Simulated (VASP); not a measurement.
# TiO2 (C2/m) in VASP: single point with PBEsol

Aim: the single point of TiO2 with PBEsol.

Program: VASP 6.6.1. These are calculated values, not measurements. Logs are shortened: lines on timing, memory, paths and dates and some standing lists are left out, and cuts for length are marked.

## (1) The cell of the first run

Symmetry: C2/m, No. 12, monoclinic system. Conventional cell: a = 12.161 Å, b = 3.730 Å, c = 6.535 Å, α = 90.00°, β = 106.96°, γ = 90.00°. Ti (site symmetry m) has 6 O at 1.76 to 2.31 Å within 2.4 Å. Within 2.5 Å of Ti (site symmetry m) lie 6 O at 1.85 to 2.12 Å. O (site symmetry m) has 3 Ti at 1.85 to 2.12 Å and 10 O at 2.51 to 2.96 Å within 3.0 Å. O (site symmetry m) has 3 Ti at 1.92 to 2.01 Å and 2 O at 2.50 Å within 2.5 Å. Within 2.3 Å of O (site symmetry m) lie 2 Ti at 1.76 to 1.85 Å. Within 2.7 Å of O (site symmetry m) lie 4 Ti at 1.95 to 2.31 Å and 5 O at 2.50 to 2.67 Å.

## (2) Single point, PBEsol

File INCAR:

```
SYSTEM = TiO2
ALGO     = Normal         ! electronic algorithm
EDIFF    = 1E-6           ! SCF threshold, eV
ENCUT    = 600            ! plane-wave cutoff, eV
GGA      = PS             ! functional
GGA_COMPAT= .FALSE.      
ISIF     = 2              ! what is computed and relaxed
ISMEAR   = 0              ! smearing method
LASPH    = .TRUE.         ! aspherical terms in the spheres
LCHARG   = .FALSE.        ! write CHGCAR
LREAL    = .FALSE.        ! projectors in reciprocal space
LWAVE    = .FALSE.        ! write WAVECAR
NBANDS   = 60             ! bands
NELM     = 120            ! most SCF steps
PREC     = Accurate       ! precision mode
SIGMA    = 0.02           ! smearing width, eV
```

File KPOINTS:

```
k-points
0
G
  6 6 4
  0 0 0
```

File POSCAR:

```
TiO2
1.0
    6.0805138214     -1.8649401532     -0.0001161445
    6.0805138214      1.8649401532     -0.0001161445
   -1.9055499389      0.0000000000      6.2505500524
Ti O
4 8
Direct
    0.8049816302      0.8049816302      0.7164348665
    0.1009367032      0.1009367032      0.7084868745
    0.1950183698      0.1950183698      0.2835651335
    0.8990632968      0.8990632968      0.2915131255
    0.0582951825      0.0582951825      0.3700040473
    0.6383027056      0.6383027056      0.7051486836
    0.1336721170      0.1336721170      0.0034017325
    0.9417048175      0.9417048175      0.6299959527
    0.7362119993      0.7362119993      0.3481599177
    0.8663278830      0.8663278830      0.9965982675
    0.2637880007      0.2637880007      0.6518400823
    0.3616972944      0.3616972944      0.2948513164
```

Potentials or basis: VASP PAW PBE potentials, release 64 (Ti_sv, O).

The run is started by

```console
$ cat potpaw_PBE.64/Ti_sv/POTCAR potpaw_PBE.64/O/POTCAR > POTCAR
$ mpirun -np 1 vasp_std > vasp.out
```

OUTCAR:

```text
SYSTEM = TiO2
   EDIFF = 1E-6
   ENCUT = 600
   GGA = PS
   ISIF = 2
   ISMEAR = 0
   LASPH = .TRUE.
   LREAL = .FALSE.
   NELM = 120
   PREC = Accurate

 ion  position               nearest neighbor table
   1  0.805  0.805  0.716-  10 1.76   8 1.91  11 1.95  11 1.95   6 2.01   9 2.31
   2  0.101  0.101  0.708-   7 1.85   8 1.85   6 1.92   6 1.92  11 2.12   5 2.12
   3  0.195  0.195  0.284-   7 1.76   5 1.91   9 1.95   9 1.95  12 2.01  11 2.31
   4  0.899  0.899  0.292-  10 1.85   5 1.85  12 1.92  12 1.92   9 2.12   8 2.12
   5  0.058  0.058  0.370-   4 1.85   3 1.91   2 2.12
   6  0.638  0.638  0.705-   2 1.92   2 1.92   1 2.01
   7  0.134  0.134  0.003-   3 1.76   2 1.85
   8  0.942  0.942  0.630-   2 1.85   1 1.91   4 2.12
   9  0.736  0.736  0.348-   3 1.95   3 1.95   4 2.12   1 2.31
  10  0.866  0.866  0.997-   1 1.76   4 1.85
  11  0.264  0.264  0.652-   1 1.95   1 1.95   2 2.12   3 2.31
  12  0.362  0.362  0.295-   4 1.92   4 1.92   3 2.01

  LATTYP: Found a base centered monoclinic cell.
 ALAT       =    12.1610276450
 B/A-ratio  =     0.3067076579
 C/A-ratio  =     0.5373363078
 COS(beta)  =    -0.2916292508

  Lattice vectors:

 A1 = (   6.0805138214,  -1.8649401532,  -0.0001161445)
 A2 = (   6.0805138214,   1.8649401532,  -0.0001161445)
 A3 = (  -1.9055499389,   0.0000000000,   6.2505500524)

Analysis of symmetry for initial positions (statically):
=====================================================================
 Subroutine PRICEL returns:
 Original cell was already a primitive cell.

 Routine SETGRP: Setting up the symmetry group for a
 base centered monoclinic supercell.

 Subroutine GETGRP returns: Found  4 space group operations
 (whereof  4 operations were pure point group operations)
 out of a pool of  4 trial point group operations.

The static configuration has the point symmetry C_2h.

Analysis of symmetry for dynamics (positions and initial velocities):
=====================================================================
 Subroutine PRICEL returns:
 Original cell was already a primitive cell.

 Routine SETGRP: Setting up the symmetry group for a
 base centered monoclinic supercell.

 Subroutine GETGRP returns: Found  4 space group operations
 (whereof  4 operations were pure point group operations)
 out of a pool of  4 trial point group operations.

The dynamic configuration has the point symmetry C_2h.

 Subroutine INISYM returns: Found  4 space group operations
 (whereof  4 operations are pure point group operations),
 and found     1 'primitive' translations

----------------------------------------------------------------------------------------

                                     Primitive cell

  volume of cell :     141.7591

  direct lattice vectors                    reciprocal lattice vectors
     6.080513821 -1.864940153 -0.000116144     0.082230372 -0.268105118  0.025068846
     6.080513821  1.864940153 -0.000116144     0.082230372  0.268105118  0.025068846
    -1.905549939  0.000000000  6.250550052     0.000003056  0.000000000  0.159986852

  length of vectors
     6.360082556  6.360082556  6.534561694     0.281550414  0.281550414  0.159986852

  position of ions in fractional coordinates (direct lattice)
     0.804981630  0.804981630  0.716434867
     0.100936703  0.100936703  0.708486874
     0.195018370  0.195018370  0.283565133
     0.899063297  0.899063297  0.291513126
     0.058295182  0.058295182  0.370004047
     0.638302706  0.638302706  0.705148684
     0.133672117  0.133672117  0.003401733
     0.941704818  0.941704818  0.629995953
     0.736211999  0.736211999  0.348159918
     0.866327883  0.866327883  0.996598267
     0.263788001  0.263788001  0.651840082
     0.361697294  0.361697294  0.294851316

  ion indices of the primitive-cell ions
   primitive index   ion index
                 1           1
                 2           2
                 3           3
                 4           4
                 5           5
                 6           6
                 7           7
                 8           8
                 9           9
                10          10
                11          11
                12          12

----------------------------------------------------------------------------------------

 KPOINTS: k-points

Automatic generation of k-mesh.
 Grid dimensions read from file:
 generate k-points for:    6    6    4

 Generating k-lattice:

  Cartesian coordinates                     Fractional coordinates (reciprocal lattice)
     0.013705062 -0.044684186  0.004178141     0.166666667 -0.000000000  0.000000000
     0.013705062  0.044684186  0.004178141    -0.000000000  0.166666667  0.000000000
     0.000000764  0.000000000  0.039996713     0.000000000  0.000000000  0.250000000

  Length of vectors
     0.046925069  0.046925069  0.039996713

  Shift w.r.t. Gamma in fractional coordinates (k-lattice)
     0.000000000  0.000000000  0.000000000

 Subroutine IBZKPT returns following result:
 ===========================================

 Found     47 irreducible k-points:

 Following reciprocal coordinates:
            Coordinates               Weight
  0.000000  0.000000  0.000000      1.000000
  0.166667 -0.000000  0.000000      4.000000
  0.333333 -0.000000 -0.000000      4.000000
  0.500000 -0.000000 -0.000000      2.000000
  0.166667  0.166667  0.000000      2.000000
  0.333333  0.166667 -0.000000      4.000000
[... 16 lines left out ...]
 -0.333333  0.166667  0.250000      4.000000
 -0.166667  0.166667  0.250000      4.000000
 [... further k-points ...]
   k-points           NKPTS =     47   k-points in BZ     NKDIM =     47   number of bands    NBANDS=     60
   number of dos      NEDOS =    301   number of ions     NIONS =     12
   total plane-waves  NPLWV = 157464
   dimension x,y,z NGX =    54 NGY =   54 NGZ =   54
   dimension x,y,z NGXF=   108 NGYF=  108 NGZF=  108
   ions per type =               4   8
   NGX,Y,Z   is equivalent  to a cutoff of  14.12, 14.12, 13.74 a.u.
   NGXF,Y,Z  is equivalent  to a cutoff of  28.23, 28.23, 27.48 a.u.
 SYSTEM =  TiO2
   PREC   = accura    normal or accurate (medium, high low for compatibility)
   ISTART =      0    job   : 0-new  1-cont  2-samecut
   ICHARG =      2    charge: 1-file 2-atom 10-const
   ISPIN  =      1    spin polarized calculation?
   LNONCOLLINEAR =      F non collinear calculations
   LSORBIT =      F    spin-orbit coupling
   LASPH  =      T    aspherical Exc in radial PAW
   ENCUT  =  600.0 eV  44.10 Ry    6.64 a.u.  12.70 12.70 13.05*2*pi/ulx,y,z
   NELM   =    120;   NELMIN=  2; NELMDL= -5     # of ELM steps
   EDIFF  = 0.1E-05   stopping-criterion for ELM
   LREAL  =      F    real-space projection
   EDIFFG = 0.1E-04   stopping-criterion for IOM
   NSW    =      0    number of steps for IOM
   IBRION =     -1    ionic relax: 0-MD 1-quasi-New 2-CG
   NFREE  =      0    steps in history (QN), initial steepest desc. (CG)
   ISIF   =      2    stress and relaxation
   ISYM   =      2    0-nonsym 1-usesym 2-fastsym
   POTIM  = 0.5000    time-step for ionic-motion
   TEBEG  =    0.0;   TEEND  =   0.0 temperature during run
   PSTRESS=    0.0 pullay stress
   NELECT =      96.0000    total number of electrons
   NUPDOWN=      -1.0000    fix difference up-down
   EMIN   =  10.00;   EMAX   =-10.00  energy-range for DOS
   EFERMI =   0.00;   METHOD = LEGACY
   ISMEAR =     0;   SIGMA  =   0.02  broadening in eV -4-tet -1-fermi 0-gaus
   EFERMI_NEDOS =   21; number of points for ismear=-14 and -15
   IALGO  =     38    algorithm
   IMIX   =      4    mixing-type and parameters
     AMIX     =   0.40;   BMIX     =  1.00
     AMIX_MAG =   1.60;   BMIX_MAG =  1.00
  volume/ion in A,a.u.               =      11.81        79.72
  Fermi-wavevector in a.u.,A,eV,Ry     =   1.437634  2.716734 28.120399  2.066791
  Thomas-Fermi vector in A             =   2.556690
   LORBIT       =      0    0 simple, 1 ext, 2 COOP (PROOUT), +10 PAW based schemes
   GGA     = PS    functional components
   LHFCALC =     F    Hartree Fock is set to
   AEXX    =    0.0000 exact exchange contribution
   IVDW    =     0    specifies the selected vdW correction
   LEPSILON=     F    determine dielectric tensor
   LRPA    =     F    only Hartree local field effects (RPA)
 non-spin polarized calculation
 Gauss-broadening in eV      SIGMA  =   0.02
  energy-cutoff  :      600.00
  volume of cell :      141.76
 maximum number of plane-waves:      4758
 NGX is ok and might be reduce to    54
   NGX = 25   NGY = 25   NGZ = 27

 number of electron      96.0000004 magnetization

 Free energy of the ion-electron system (eV)
  ---------------------------------------------------
  ext. energy  EPLUGINS =         0.00000000
  ---------------------------------------------------
  free energy    TOTEN  =      -112.43597248 eV

  energy without entropy =     -112.43597248  energy(sigma->0) =     -112.43597248

 E-fermi :   2.8862     XC(G=0): -10.7029

 val. band max:        2.6670267645   @ k =  -0.3333   0.1667   0.5000
 cond. band min:       5.4667368725   @ k =   0.0000   0.0000   0.0000
 fundamental gap:      2.7997101080
 Fermi energy:         2.8861545285

 k-point     1 :       0.0000    0.0000    0.0000
  band No.  band energies     occupation
      1     -53.1174      2.00000
      2     -53.1027      2.00000
      3     -53.0108      2.00000
      4     -53.0035      2.00000
      5     -29.6808      2.00000
      6     -29.6271      2.00000
[... 52 lines left out ...]
     59       7.6941      0.00000
     60       7.9461      0.00000

 k-point     2 :       0.1667   -0.0000    0.0000
  band No.  band energies     occupation
      1     -53.1160      2.00000
      2     -53.1018      2.00000
      3     -53.0100      2.00000
      4     -53.0037      2.00000
      5     -29.6758      2.00000
      6     -29.6246      2.00000
[... 52 lines left out ...]
     59       7.4580      0.00000
     60       7.5257      0.00000

 k-point     3 :       0.3333   -0.0000   -0.0000
  band No.  band energies     occupation
      1     -53.1132      2.00000
      2     -53.0999      2.00000
      3     -53.0081      2.00000
      4     -53.0045      2.00000
      5     -29.6657      2.00000
      6     -29.6224      2.00000
[... 1312 lines left out ...]
     59       7.7247      0.00000
     60       7.8083      0.00000

 k-point    24 :      -0.1667    0.1667    0.2500
  band No.  band energies     occupation
      1     -53.1133      2.00000
      2     -53.0999      2.00000
      3     -53.0083      2.00000
      4     -53.0044      2.00000
      5     -29.6713      2.00000
      6     -29.6248      2.00000
[... 52 lines left out ...]
     59       7.5140      0.00000
     60       7.6720      0.00000

 [... further k-points ...]

------------------------ aborting loop because EDIFF is reached ----------------------------------------

  FORCE on cell =-STRESS in cart. coord.  units (eV):
  Direction    XX          YY          ZZ          XY          YZ          ZX
  --------------------------------------------------------------------------------------
  -------------------------------------------------------------------------------------
  Total        0.3387158      0.3018909      0.3888138      0.0000000      0.0000000      0.0314578
  in kB        3.8282047      3.4120056      4.3944177      0.0000000      0.0000000      0.3555399
  external PRESSURE =       3.8782093 kB  Pullay stress =       0.0000000 kB

 VOLUME and BASIS-vectors are now :
 -----------------------------------------------------------------------------
  energy-cutoff  :      600.00
  volume of cell :      141.76
      direct lattice vectors                 reciprocal lattice vectors
     6.080513821 -1.864940153 -0.000116144     0.082230372 -0.268105118  0.025068846
     6.080513821  1.864940153 -0.000116144     0.082230372  0.268105118  0.025068846
    -1.905549939  0.000000000  6.250550052     0.000003056  0.000000000  0.159986852

 POSITION                                       TOTAL-FORCE (eV/Angst)
 -----------------------------------------------------------------------------------
      8.42420      0.00000      4.47793         0.004119      0.000000     -0.075720
     -0.12256      0.00000      4.42841         0.013811      0.000000     -0.016395
      1.83128      0.00000      1.77239        -0.004119      0.000000      0.075720
     10.37804      0.00000      1.82191        -0.013811      0.000000      0.016395
      0.00387      0.00000      2.31272         0.020776      0.000000      0.003292
      6.41872      0.00000      4.40742        -0.013875      0.000000      0.001952
      1.61911      0.00000      0.02123        -0.012223      0.000000     -0.047325
     10.25161      0.00000      3.93760        -0.020776      0.000000     -0.003292
      8.28966      0.00000      2.17602        -0.007674      0.000000      0.010551
      8.63637      0.00000      6.22909         0.012223      0.000000      0.047325
      1.96582      0.00000      4.07430         0.007674      0.000000     -0.010551
      3.83676      0.00000      1.84290         0.013875      0.000000     -0.001952
 -----------------------------------------------------------------------------------
    total drift:                               -0.000000      0.000000      0.000000

  FREE ENERGIE OF THE ION-ELECTRON SYSTEM (eV)
  ---------------------------------------------------
  free  energy   TOTEN  =      -112.4359724797 eV

  energy  without entropy=     -112.4359724797  energy(sigma->0) =     -112.43597248
```

It took 33 min on 1 thread of Intel Xeon 8259CL, shared host; peak memory 0.62 GiB.

Results:

```
Free energy            : -112.4360 eV
Pressure               : 0.4 GPa
Largest force          : 0.076 eV/Å
Band gap on the k mesh : 2.80 eV (least direct gap 2.99 eV)
```

Forces on the atoms (eV/Å):
```
Ti   0.004  0.000 -0.076
Ti   0.014  0.000 -0.016
Ti  -0.004  0.000  0.076
Ti  -0.014  0.000  0.016
O    0.021  0.000  0.003
O   -0.014  0.000  0.002
O   -0.012  0.000 -0.047
O   -0.021  0.000 -0.003
O   -0.008  0.000  0.011
O    0.012  0.000  0.047
O    0.008  0.000 -0.011
O    0.014  0.000 -0.002
```

Stress tensor (GPa, compression positive):
```
0.38 0.00 0.04
0.00 0.34 0.00
0.04 0.00 0.44
```

Caveat: the PAW data sets were made with another functional, which shifts forces and pressure a little. A k mesh can miss the band edges.
